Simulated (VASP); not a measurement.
## Cu3B: single point with PBE

Cu3B:

```
Cu B
1.0
     2.58534    0.00000    0.00000
    -1.29267    2.23897    0.00000
     0.00000    0.00000    7.31178
Cu B
3 1
Direct
  0.66667 0.33333 0.50000
  0.33333 0.66667 0.20764
  0.33333 0.66667 0.79236
  0.66667 0.33333 0.00000
```

The cell was built from a structure type or drawn by symmetry, and may not be a known phase.

```
Program                : VASP 6.6.1
Task                   : single point
Functional             : PBE
Potentials or basis    : VASP PAW PBE potentials, release 64 (Cu, B)
Cutoff                 : 600 eV
k mesh                 : 9 × 9 × 3
Occupations            : gaussian, width 0.2 eV
Spin                   : no spin polarisation
Dipole correction      : no
Further INCAR settings : ALGO = Normal; EDIFF = 1e-06; NBANDS = 26
```

```yaml
Pressure: 0.7 GPa
Band_gap_on_the_k_mesh: zero (bands 18 and 19 overlap by 2.29 eV)
```

Stress tensor (GPa, compression positive):
```
0.71 0.00 0.00
0.00 0.71 0.00
0.00 0.00 0.62
```

Levels at points of the mesh, in eV from the Fermi level:
```
           k point  band 15  band 16  band 17  band 18  band 19  band 20  band 21  band 22
(0.00, 0.00, 0.00)    -2.72    -2.72    -2.01    -2.01    -1.03     4.47     7.22     7.22
```

It took 48 s on 1 thread of Intel Xeon 8259CL (shared host), peak memory 0.19 GiB.
